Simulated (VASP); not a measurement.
Input of a VASP 6.6.1 run:

The input POSCAR:

```
KZnF3
1.0
    3.9952635604      0.0000000000      0.0000000000
    0.0000000000      3.9952635604      0.0000000000
    0.0000000000      0.0000000000      3.9952635604
Zn K F
1 1 3
Direct
    0.5000000000      0.5000000000      0.5000000000
    0.0000000000      0.0000000000      0.0000000000
    0.5000000000      0.0000000000      0.5000000000
    0.0000000000      0.5000000000      0.5000000000
    0.5000000000      0.5000000000      0.0000000000
```

INCAR.step1

```
PREC = Accurate ; ENCUT = 520
ISMEAR = -1 ; SIGMA = 0.05
LREAL = False ; LASPH = True
NELM = 80 ; NBANDS = 29
GGA = PE ; ALGO = Normal
EDIFF = 1E-4 ; LWAVE = True
LCHARG = False
```

The input INCAR.step2:

```
PREC = Accurate ; ENCUT = 520
EDIFF = 1E-7 ; ISMEAR = -1
SIGMA = 0.05 ; LREAL = False
LASPH = True ; NELM = 80
ALGO = Normal ; ISIF = 2
LWAVE = False ; LCHARG = False
METAGGA = R2SCAN ; LMIXTAU = True
NBANDS = 29 ; ISTART = 1
```

Contents of KPOINTS:

```
Automatic mesh
0
Gamma
  7 7 7
```

Potentials or basis: VASP PAW PBE potentials, release 64 (Zn, K_sv, F).

Launch:

```console
$ cat potpaw_PBE.64/Zn/POTCAR potpaw_PBE.64/K_sv/POTCAR potpaw_PBE.64/F/POTCAR > POTCAR
$ cp INCAR.step1 INCAR
$ mpirun -np 1 vasp_std > vasp.out
$ cp INCAR.step2 INCAR
$ mpirun -np 1 vasp_std > vasp.out
```

**Question.** Estimate the band gap on the k mesh.

**Answer.** 4.80 eV, indirect (least direct gap 6.93 eV).

**Question.** What does it give for the pressure?

**Answer.** 4.1 GPa.

Caveat: the PAW data sets were made with another functional, which shifts forces and pressure a little. A k mesh can miss the band edges.
